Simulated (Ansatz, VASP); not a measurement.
## BN in VASP and in Ansatz

Contents of INCAR:

```
SYSTEM = BN
PREC = Accurate
ENCUT = 520
EDIFF = 1E-6
ISMEAR = 0
SIGMA = 0.02
LREAL = .FALSE.
LASPH = .TRUE.
NELM = 80
ALGO = Normal
ISIF = 2
LWAVE = .FALSE.
LCHARG = .TRUE.
LDIPOL = .TRUE.
IDIPOL = 3
DIPOL = 0.5 0.5 0.500
GGA = PE
IVDW = 12
LELF = .TRUE.
LVHAR = .TRUE.
LVACPOTAV = .TRUE.
NBANDS = 11
```

The input KPOINTS:

```
regular mesh
0
G
  12 12 1
  0 0 0
```

POSCAR

```
BN
1.0
    2.4160000000      0.0000000000      0.0000000000
   -1.2080000000      2.0923173755      0.0000000000
    0.0000000000      0.0000000000     26.0000000000
B N
1 1
Direct
    0.0000000000      0.0000000000      0.5000000000
    0.6666666667      0.3333333333      0.5000000000
```

Input for Ansatz:

```yaml
crystal:
  lattice:
    - [2.416, 0.0, 0.0]
    - [-1.208, 2.0923173755, 0.0]
    - [0.0, 0.0, 26.0]
  atoms:
    - { symbol: B, position: [0.0, 0.0, 0.5] }
    - { symbol: "N", position: [0.6666666667, 0.3333333333, 0.5] }
  periodic: [true, true, false]
basis:
  ecutwfc: 420
kpoints:
  mp_grid: { grid: [12, 12, 1] }
hamiltonian:
  xc: pbe
  dispersion: d3bj
scf:
  occupations: { method: gaussian, width: 0.02 }
output:
  forces: true
  stress: true
  eigenvalues: true
```

Alike in both runs: task single point; functional PBE; dispersion D3(BJ); k mesh 12 × 12 × 1; occupations gaussian, width 0.02 eV; no spin polarisation.

|  | VASP | Ansatz |
| --- | --- | --- |
| version | VASP 6.6.1 | Ansatz 0.2.0 |
| potentials or method | VASP PAW PBE potentials, release 64 (B, N), cutoff 520 eV | scalar-relativistic, plane waves, PAW |
| valence electrons in the cell | 8 | 8 |

```tsv
	VASP	Ansatz	Ansatz less VASP
gap on the k mesh at the Fermi level (eV)	4.55	4.55	+0.002
least direct gap on the mesh (eV)	4.96	4.96	+0.004
```
